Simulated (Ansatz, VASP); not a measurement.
# ZnO: VASP beside Ansatz

```xyz
4
Lattice="3.2374 0.0000 0.0000 -1.6187 2.8036 0.0000 0.0000 0.0000 5.2221" Properties=species:S:1:pos:R:3 pbc="T T T"
Zn    1.6187    0.9345    2.6141
Zn    0.0000    1.8691    0.0031
O     1.6187    0.9345    4.5939
O     0.0000    1.8691    1.9829
```

Alike in both runs: task electric field gradients; functional r2SCAN; k mesh 12 × 12 × 7; occupations fermi-dirac, width 0.01 eV; no spin polarisation.

```csv
,VASP,Ansatz
version,VASP 6.6.1,Ansatz 0.2.0
potentials or method,"VASP PAW PBE potentials, release 64 (Zn, O)","plane-wave PAW, scalar-relativistic"
plane-wave cutoff (eV),520,500
valence electrons in the cell,36,36
```

|  | VASP | Ansatz | Ansatz less VASP |
| --- | --- | --- | --- |
| gap on the k mesh at the Fermi level (eV) | 1.23 | 1.23 | +0.003 |
| pressure (GPa) | 0.5 | -0.5 | -0.99 |
| rms of the force components (eV/Å) | 0.011 | 0.003 | -0.0078 |
| size of Vzz on the site where it differs most (V/Å²) | 4.3 | 4.2 | -0.09 |

VASP's potentials were made for PBE, not for r2SCAN. Atom by atom the forces differ by 0.008 eV/Å (rms over components).
